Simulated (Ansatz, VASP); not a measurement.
**Two plane-wave programs on SiC**

INCAR

```
SYSTEM = SiC
PREC = Accurate ; ENCUT = 600
EDIFF = 1E-6 ; ISMEAR = -1
SIGMA = 0.05 ; LREAL = .False.
LASPH = .True. ; NELM = 120
ALGO = Normal ; ISIF = 2
LWAVE = .False. ; LCHARG = .False.
GGA = PS ; NBANDS = 11
GGA_COMPAT = .False.
```

File KPOINTS:

```
regular mesh
0
Gamma
  9 9 9
  0 0 0
```

The input POSCAR:

```
SiC
1.0
    0.0000000000      2.1790000000      2.2225800000
    2.1790000000      0.0000000000      2.2225800000
    2.1790000000      2.1790000000      0.0000000000
Si C
1 1
Direct
    0.0000000000      0.0000000000      0.0000000000
    0.7500000000      0.7500000000      0.7500000000
```

File input.yaml:

```yaml
crystal:
  lattice:
    - [0.0, 2.179, 2.22258]
    - [2.179, 0.0, 2.22258]
    - [2.179, 2.179, 0.0]
  atoms:
    - { symbol: Si, position: [0.0, 0.0, 0.0] }
    - { symbol: C, position: [0.75, 0.75, 0.75] }
hamiltonian:
  xc: pbesol
  pseudopotentials: { kind: paw }
kpoints:
  mp_grid: { grid: [9, 9, 9] }
scf:
  occupations: { method: fermi_dirac, width: 0.05 }
output:
  forces: true
  stress: true
  eigenvalues: true
```

Alike in both runs: task single point; functional PBEsol; k mesh 9 × 9 × 9; occupations fermi-dirac, width 0.05 eV; no spin polarisation.

|  | VASP | Ansatz |
| --- | --- | --- |
| version | VASP 6.6.1 | Ansatz 0.2.0 |
| potentials or method | VASP PAW PBE potentials, release 64 (Si, C) | Ansatz PAW |
| plane-wave cutoff (eV) | 600 | 420 |
| valence electrons in the cell | 8 | 8 |

Ansatz gave:

```
gap on the k mesh at the Fermi level (eV)                     : 1.30
least direct gap on the mesh (eV)                             : 4.48
pressure (GPa)                                                : -4.4
traceless stress, the component that is largest in VASP (GPa) : -3.46
```

Which values does VASP return?

gap on the k mesh at the Fermi level (eV): 1.29; least direct gap on the mesh (eV): 4.47; pressure (GPa): -4.2; traceless stress, the component that is largest in VASP (GPa): -3.46.

VASP's potentials were made for PBE, not for PBEsol.

Noted on Ansatz's run: odd divisions of the mesh miss points on the zone boundary, where band edges often lie, so the gap on the mesh can be too wide.
